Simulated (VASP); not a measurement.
# Sc (Im-3m) in VASP: a series of runs

Runs on Sc. Level: PBEsol. Tasks: relaxation of cell and atoms.

Everything below comes from runs of VASP 6.6.1. Logs are shortened: lines on timing, memory, paths and dates and some standing lists are left out, and cuts for length are marked.

### Step 1. The cell of the first run

Symmetry: Im-3m, No. 229, cubic system. The conventional cell has a = 3.680 Å, b = 3.680 Å, c = 3.680 Å, α = 90.00°, β = 90.00°, γ = 90.00°. Sc (site symmetry m-3m) has 14 Sc at 3.19 to 3.68 Å within 4.2 Å.

### Step 2. Relaxation of cell and atoms, PBEsol, target pressure 10 GPa, at which the enthalpy is minimised

INCAR

```
  PREC = Accurate
  ENCUT = 600
  EDIFF = 1E-7
  ISMEAR = -1
  SIGMA = 0.05
  LREAL = False
  LASPH = True
  NELM = 80
  ALGO = Normal
  ISIF = 3
  LWAVE = False
  LCHARG = False
  GGA = PS
  IBRION = 2
  NSW = 80
  EDIFFG = -0.02
  PSTRESS = 100.0
```

KPOINTS

```
regular mesh
0
Gamma
  7 7 7
```

POSCAR

```
Sc
1.0
    1.8400000000      1.8400000000      1.8400000000
   -1.8400000000      1.8400000000      1.8400000000
   -1.8400000000     -1.8400000000      1.8400000000
Sc
1
Direct
    0.0000000000      0.0000000000      0.0000000000
```

Potentials or basis: VASP PAW PBE potentials, release 64 (Sc_sv).

Launch:

```console
> cat potpaw_PBE.64/Sc_sv/POTCAR > POTCAR
> mpirun -np 1 vasp_std > vasp.out
```

OUTCAR:

```text
PREC = Accurate
   ENCUT = 600
   EDIFF = 1E-7
   ISMEAR = -1
   LREAL = False
   LASPH = True
   NELM = 80
   ISIF = 3
   GGA = PS
   IBRION = 2
   NSW = 80
   EDIFFG = -0.02
   PSTRESS = 100.0

 ion  position               nearest neighbor table
   1  0.000  0.000  0.000-

  LATTYP: Found a body centered cubic cell.
 ALAT       =     3.6800000000

  Lattice vectors:

 A1 = (   1.8400000000,  -1.8400000000,  -1.8400000000)
 A2 = (   1.8400000000,   1.8400000000,   1.8400000000)
 A3 = (  -1.8400000000,  -1.8400000000,   1.8400000000)

Analysis of symmetry for initial positions (statically):
=====================================================================
 Subroutine PRICEL returns:
 Original cell was already a primitive cell.

 Routine SETGRP: Setting up the symmetry group for a
 body centered cubic supercell.

 Subroutine GETGRP returns: Found 48 space group operations
 (whereof 48 operations were pure point group operations)
 out of a pool of 48 trial point group operations.

The static configuration has the point symmetry O_h .

Analysis of symmetry for dynamics (positions and initial velocities):
=====================================================================
 Subroutine PRICEL returns:
 Original cell was already a primitive cell.

 Routine SETGRP: Setting up the symmetry group for a
 body centered cubic supercell.

 Subroutine GETGRP returns: Found 48 space group operations
 (whereof 48 operations were pure point group operations)
 out of a pool of 48 trial point group operations.

The dynamic configuration has the point symmetry O_h .

 Subroutine INISYM returns: Found 48 space group operations
 (whereof 48 operations are pure point group operations),
 and found     1 'primitive' translations

----------------------------------------------------------------------------------------

                                     Primitive cell

  volume of cell :      24.9180

  direct lattice vectors                    reciprocal lattice vectors
     1.840000000  1.840000000  1.840000000     0.271739130  0.000000000  0.271739130
    -1.840000000  1.840000000  1.840000000    -0.271739130  0.271739130  0.000000000
    -1.840000000 -1.840000000  1.840000000     0.000000000 -0.271739130  0.271739130

  length of vectors
     3.186973486  3.186973486  3.186973486     0.384297164  0.384297164  0.384297164

  position of ions in fractional coordinates (direct lattice)
     0.000000000  0.000000000  0.000000000

  ion indices of the primitive-cell ions
   primitive index   ion index
                 1           1

----------------------------------------------------------------------------------------

 KPOINTS: regular mesh

Automatic generation of k-mesh.
 Grid dimensions read from file:
 generate k-points for:    7    7    7

 Generating k-lattice:

  Cartesian coordinates                     Fractional coordinates (reciprocal lattice)
     0.038819876  0.000000000  0.038819876     0.142857143  0.000000000  0.000000000
    -0.038819876  0.038819876  0.000000000     0.000000000  0.142857143  0.000000000
     0.000000000 -0.038819876  0.038819876     0.000000000  0.000000000  0.142857143

  Length of vectors
     0.054899595  0.054899595  0.054899595

  Shift w.r.t. Gamma in fractional coordinates (k-lattice)
     0.000000000  0.000000000  0.000000000

 Subroutine IBZKPT returns following result:
 ===========================================

 Found     20 irreducible k-points:

 Following reciprocal coordinates:
            Coordinates               Weight
  0.000000  0.000000  0.000000      1.000000
  0.142857  0.000000  0.000000     12.000000
  0.285714  0.000000  0.000000     12.000000
  0.428571  0.000000  0.000000     12.000000
  0.285714  0.142857  0.000000     24.000000
  0.428571  0.142857  0.000000     48.000000
[... 12 lines left out ...]
 -0.428571  0.428571  0.285714      8.000000
  0.428571  0.428571  0.428571      6.000000
   k-points           NKPTS =     20   k-points in BZ     NKDIM =     20   number of bands    NBANDS=      9
   number of dos      NEDOS =    301   number of ions     NIONS =      1
   total plane-waves  NPLWV =  21952
   dimension x,y,z NGX =    28 NGY =   28 NGZ =   28
   dimension x,y,z NGXF=    56 NGYF=   56 NGZF=   56
   ions per type =               1
   NGX,Y,Z   is equivalent  to a cutoff of  14.61, 14.61, 14.61 a.u.
   NGXF,Y,Z  is equivalent  to a cutoff of  29.21, 29.21, 29.21 a.u.
 SYSTEM =  unknown system
   PREC   = accura    normal or accurate (medium, high low for compatibility)
   ISTART =      0    job   : 0-new  1-cont  2-samecut
   ICHARG =      2    charge: 1-file 2-atom 10-const
   ISPIN  =      1    spin polarized calculation?
   LNONCOLLINEAR =      F non collinear calculations
   LSORBIT =      F    spin-orbit coupling
   LASPH  =      T    aspherical Exc in radial PAW
   ENCUT  =  600.0 eV  44.10 Ry    6.64 a.u.   6.37  6.37  6.37*2*pi/ulx,y,z
   NELM   =     80;   NELMIN=  2; NELMDL= -5     # of ELM steps
   EDIFF  = 0.1E-06   stopping-criterion for ELM
   LREAL  =      F    real-space projection
   EDIFFG = -.2E-01   stopping-criterion for IOM
   NSW    =     80    number of steps for IOM
   IBRION =      2    ionic relax: 0-MD 1-quasi-New 2-CG
   NFREE  =      1    steps in history (QN), initial steepest desc. (CG)
   ISIF   =      3    stress and relaxation
   ISYM   =      2    0-nonsym 1-usesym 2-fastsym
   POTIM  = 0.5000    time-step for ionic-motion
   TEBEG  =    0.0;   TEEND  =   0.0 temperature during run
   PSTRESS=  100.0 pullay stress
   NELECT =      11.0000    total number of electrons
   NUPDOWN=      -1.0000    fix difference up-down
   EMIN   =  10.00;   EMAX   =-10.00  energy-range for DOS
   EFERMI =   0.00;   METHOD = LEGACY
   ISMEAR =    -1;   SIGMA  =   0.05  broadening in eV -4-tet -1-fermi 0-gaus
   EFERMI_NEDOS =   21; number of points for ismear=-14 and -15
   IALGO  =     38    algorithm
   IMIX   =      4    mixing-type and parameters
     AMIX     =   0.40;   BMIX     =  1.00
     AMIX_MAG =   1.60;   BMIX_MAG =  1.00
  volume/ion in A,a.u.               =      24.92       168.16
  Fermi-wavevector in a.u.,A,eV,Ry     =   1.246526  2.355592 21.141091  1.553826
  Thomas-Fermi vector in A             =   2.380699
   LORBIT       =      0    0 simple, 1 ext, 2 COOP (PROOUT), +10 PAW based schemes
   GGA     = PS    functional components
   LHFCALC =     F    Hartree Fock is set to
   AEXX    =    0.0000 exact exchange contribution
   IVDW    =     0    specifies the selected vdW correction
   LEPSILON=     F    determine dielectric tensor
   LRPA    =     F    only Hartree local field effects (RPA)
 conjugate gradient relaxation of ions
 non-spin polarized calculation
  energy-cutoff  :      600.00
  volume of cell :       24.92
 maximum number of plane-waves:       887
 NGX is ok and might be reduce to    28
   NGX = 13   NGY = 13   NGZ = 13

--------------------------------------- Ionic step        1  -------------------------------------------

 number of electron      11.0000002 magnetization

 Free energy of the ion-electron system (eV)
  ---------------------------------------------------
  ext. energy  EPLUGINS =         0.00000000
  ---------------------------------------------------
  free energy    TOTEN  =        -6.49656743 eV

  energy without entropy =       -6.47365299  energy(sigma->0) =       -6.48511021

 E-fermi :   3.6366     XC(G=0):  -9.9494

 val. band max:        3.6333452914   @ k =   0.4286   0.1429   0.1429
 cond. band min:       3.7678261962   @ k =   0.2857   0.2857   0.2857
 fundamental gap:      0.1344809048
 Fermi energy:         3.6366115965

 k-point     1 :       0.0000    0.0000    0.0000
  band No.  band energies     occupation
      1     -45.7734      2.00000
      2     -24.2740      2.00000
      3     -24.2740      2.00000
      4     -24.2740      2.00000
      5      -1.5996      2.00000
      6       5.0497      0.00000
      7       5.0497      0.00000
      8       5.0497      0.00000
      9       6.4697      0.00000

 k-point     2 :       0.1429    0.0000    0.0000
  band No.  band energies     occupation
      1     -45.7618      2.00000
      2     -24.3488      2.00000
      3     -24.2977      2.00000
      4     -24.2742      2.00000
      5      -1.0690      2.00000
      6       4.8014      0.00000
      7       4.9029      0.00000
      8       5.4413      0.00000
      9       6.2502      0.00000
[... 279 lines left out ...]
  FREE ENERGIE OF THE ION-ELECTRON SYSTEM (eV)
  ---------------------------------------------------
  free  energy   TOTEN  =        -6.2349216876 eV

  energy  without entropy=       -6.2194227579  energy(sigma->0) =       -6.22717222

  enthalpy is  TOTEN    =        -5.0698049593 eV   P V=        1.1651167283

--------------------------------------- Ionic step        3  -------------------------------------------

 number of electron      10.9999999 magnetization

 Free energy of the ion-electron system (eV)
  ---------------------------------------------------
  ext. energy  EPLUGINS =         0.00000000
  ---------------------------------------------------
  free energy    TOTEN  =        -6.41228699 eV

  energy without entropy =       -6.39516305  energy(sigma->0) =       -6.40372502

 E-fermi :   4.8467     XC(G=0): -10.7419

 val. band max:        4.7644330144   @ k =   0.2857   0.2857   0.2857
 cond. band min:       4.8700633266   @ k =   0.1429  -0.4286   0.1429
 fundamental gap:      0.1056303122
 Fermi energy:         4.8467400068

 k-point     1 :       0.0000    0.0000    0.0000
  band No.  band energies     occupation
      1     -44.1173      2.00000
      2     -22.4679      2.00000
      3     -22.4679      2.00000
      4     -22.4679      2.00000
      5      -0.7487      2.00000
      6       6.4778      0.00000
      7       6.4778      0.00000
      8       6.4778      0.00000
      9       8.2544      0.00000

 k-point     2 :       0.1429    0.0000    0.0000
  band No.  band energies     occupation
      1     -44.0919      2.00000
      2     -22.6097      2.00000
      3     -22.5106      2.00000
      4     -22.4690      2.00000
      5      -0.1201      2.00000
      6       6.1538      0.00000
      7       6.2857      0.00000
      8       6.9788      0.00000
      9       7.9613      0.00000
[... 236 lines left out ...]
 POSITION                                       TOTAL-FORCE (eV/Angst)
 -----------------------------------------------------------------------------------
     -0.00000     -0.00000      0.00000         0.000000      0.000000     -0.000000
 -----------------------------------------------------------------------------------
    total drift:                               -0.000000     -0.000000     -0.000000

  FREE ENERGIE OF THE ION-ELECTRON SYSTEM (eV)
  ---------------------------------------------------
  free  energy   TOTEN  =        -6.4122869950 eV

  energy  without entropy=       -6.3951630452  energy(sigma->0) =       -6.40372502

  enthalpy is  TOTEN    =        -5.1239539414 eV   P V=        1.2883330535

 reached required accuracy - stopping structural energy minimisation
```

It took 18 s on 1 thread of Intel Xeon Platinum 8488C (Sapphire Rapids), shared host; peak memory 0.16 GiB.

Results:

- Free energy: -6.4123 eV
- Relaxed volume: 20.64 Å³/atom
- Relaxed cell: a = 2.993 Å, b = 2.993 Å, c = 2.993 Å, α = 70.53°, β = 109.47°, γ = 70.53°
- Space group after relaxing (to 0.05 Å): Im-3m (No. 229)
- Energy change on relaxing (the enthalpy is what falls): +84.3 meV/atom
- Ionic steps: 3
- Pressure after relaxing: 10.0 GPa

The path:
| step | energy change (eV) | largest force (eV/Å) | pressure (GPa) | volume (Å³) |
| --- | --- | --- | --- | --- |
| 1 | 0.0000 | 0.0000 | -2.23 | 24.92 |
| 2 | 0.2616 | 0.0000 | 19.30 | 18.67 |
| 3 | 0.0843 | 0.0000 | 9.98 | 20.64 |

Final structure:
```yaml
crystal:
  lattice:
    - [1.72806, 1.72806, 1.72806]
    - [-1.72806, 1.72806, 1.72806]
    - [-1.72806, -1.72806, 1.72806]
  atoms:
    - { symbol: Sc, position: [0.00000, 0.00000, 0.00000] }
```

Caveat: the cell is relaxed towards a set pressure, so the enthalpy falls and the energy may rise; the volume moved by over 15 % at a fixed basis, so the end points are rough; the PAW data sets were made with another functional, which shifts forces and pressure a little.

### Step 3. Relaxation of cell and atoms, PBEsol, target pressure 20 GPa, at which the enthalpy is minimised

INCAR

```
SYSTEM = Sc
  PREC = Accurate
  ENCUT = 600
  EDIFF = 1E-7
  ISMEAR = -1
  SIGMA = 0.05
  LREAL = .FALSE.
  LASPH = .TRUE.
  NELM = 100
  ALGO = Normal
  ISIF = 3
  LWAVE = .FALSE.
  LCHARG = .FALSE.
  GGA = PS
  IBRION = 2
  NSW = 80
  EDIFFG = -0.02
  PSTRESS = 200.0
```

KPOINTS

```
regular mesh
0
G
  7 7 7
  0 0 0
```

POSCAR is that of step 2.

Potentials or basis: VASP PAW PBE potentials, release 64 (Sc_sv).

Launch:

```console
> cat potpaw_PBE.64/Sc_sv/POTCAR > POTCAR
> mpirun -np 1 vasp_std > vasp.out
```

Run time: 24 s. Hardware: 1 thread of Intel Xeon Platinum 8488C (Sapphire Rapids), shared host; peak memory 0.16 GiB.

The run converged. Its results:

```
Free energy                                            : -6.2226 eV
Relaxed volume                                         : 18.57 Å³/atom
Relaxed cell                                           : a = 2.889 Å, b = 2.889 Å, c = 2.889 Å, α = 70.53°, β = 109.47°, γ = 70.53°
Space group after relaxing (to 0.05 Å)                 : Im-3m (No. 229)
Energy change on relaxing (the enthalpy is what falls) : +274.0 meV/atom
Ionic steps                                            : 4
Pressure after relaxing                                : 19.9 GPa
```

Step by step:
```csv
step,energy change (eV),largest force (eV/Å),pressure (GPa),volume (Å³)
1,0.0000,0.0000,-2.23,24.92
2,1.2018,0.0000,57.06,14.41
3,0.2534,0.0000,18.93,18.74
4,0.2740,0.0000,19.88,18.57
```

Final structure:
```
Sc
1.0
     1.66809    1.66809    1.66809
    -1.66809    1.66809    1.66809
    -1.66809   -1.66809    1.66809
Sc
1
Direct
  0.00000 0.00000 0.00000
```

Levels at points of the mesh, in eV from the Fermi level:
```tsv
k point	band 3	band 4	band 5	band 6	band 7	band 8
(0.00, 0.00, 0.00)	-26.96	-26.96	-5.74	1.73	1.73	1.73
```

Caveat: the cell is relaxed towards a set pressure, so the enthalpy falls and the energy may rise; the volume moved by over 15 % at a fixed basis, so the end points are rough; the PAW data sets were made with another functional, which shifts forces and pressure a little.

### Step 4. Relaxation of cell and atoms, PBEsol, target pressure 30 GPa, at which the enthalpy is minimised

INCAR

```
SYSTEM = Sc
  PREC = Accurate
  ENCUT = 600
  EDIFF = 1E-6
  ISMEAR = -1
  SIGMA = 0.05
  LREAL = .False.
  LASPH = .True.
  NELM = 80
  ALGO = Normal
  ISIF = 3
  LWAVE = .False.
  LCHARG = .False.
  GGA = PS
  IBRION = 2
  NSW = 80
  EDIFFG = -0.02
  PSTRESS = 300.0
```

KPOINTS

```
Automatic mesh
0
Gamma
  7 7 7
  0 0 0
```

POSCAR is that of step 3.

Launch:

```console
> cat potpaw_PBE.64/Sc_sv/POTCAR > POTCAR
> mpirun -np 1 vasp_std > vasp.out
```

Run time: 28 s. Hardware: 1 thread of Intel Xeon Platinum 8488C (Sapphire Rapids), shared host; peak memory 0.17 GiB.

Results (log left out):

```
Free energy                                            : -5.9918 eV
Relaxed volume                                         : 17.07 Å³/atom
Relaxed cell                                           : a = 2.809 Å, b = 2.809 Å, c = 2.809 Å, α = 70.53°, β = 109.47°, γ = 70.53°
Space group after relaxing (to 0.05 Å)                 : Im-3m (No. 229)
Energy change on relaxing (the enthalpy is what falls) : +504.7 meV/atom
Ionic steps                                            : 7
Pressure after relaxing                                : 29.9 GPa
```

The path:
```tsv
step	energy change (eV)	largest force (eV/Å)	pressure (GPa)	volume (Å³)
1	0.0000	0.0000	-2.24	24.92
2	3.1764	0.0000	125.17	10.86
3	0.3689	0.0000	24.15	17.87
4	0.4932	0.0000	29.52	17.13
5	0.5188	0.0000	30.56	16.99
6	0.4939	0.0000	29.56	17.13
7	0.5047	0.0000	29.93	17.07
```

Final structure:
```xyz
1
Lattice="1.6220 1.6220 1.6220 -1.6220 1.6220 1.6220 -1.6220 -1.6220 1.6220" Properties=species:S:1:pos:R:3 pbc="T T T"
Sc    0.0000    0.0000    0.0000
```

Levels at points of the mesh, in eV from the Fermi level:
| k point | band 3 | band 4 | band 5 | band 6 | band 7 | band 8 |
| --- | --- | --- | --- | --- | --- | --- |
| (0.00, 0.00, 0.00) | -26.63 | -26.63 | -5.75 | 1.85 | 1.85 | 1.85 |

Caveat: the cell is relaxed towards a set pressure, so the enthalpy falls and the energy may rise; the volume moved by over 15 % at a fixed basis, so the end points are rough; the PAW data sets were made with another functional, which shifts forces and pressure a little.

### Step 5. The runs side by side

```tsv
cell	gap on the mesh (eV)	pressure (GPa)
relaxed to 10 GPa	none	10.0
relaxed to 20 GPa	none	19.9
relaxed to 30 GPa	none	29.9
```

Alike in all rows: task relaxation of cell and atoms; level PBEsol; potentials or basis VASP PAW PBE potentials, release 64 (Sc_sv); no spin polarisation; k mesh 7 × 7 × 7; cutoff (eV) 600; smearing fermi-dirac 0.05 eV.

Caveats: the cell is relaxed towards a set pressure, so the enthalpy falls and the energy may rise; the volume moved by over 15 % at a fixed basis, so the end points are rough; the PAW data sets were made with another functional, which shifts forces and pressure a little.

Absolute energies hang on the potentials; compare differences alone.
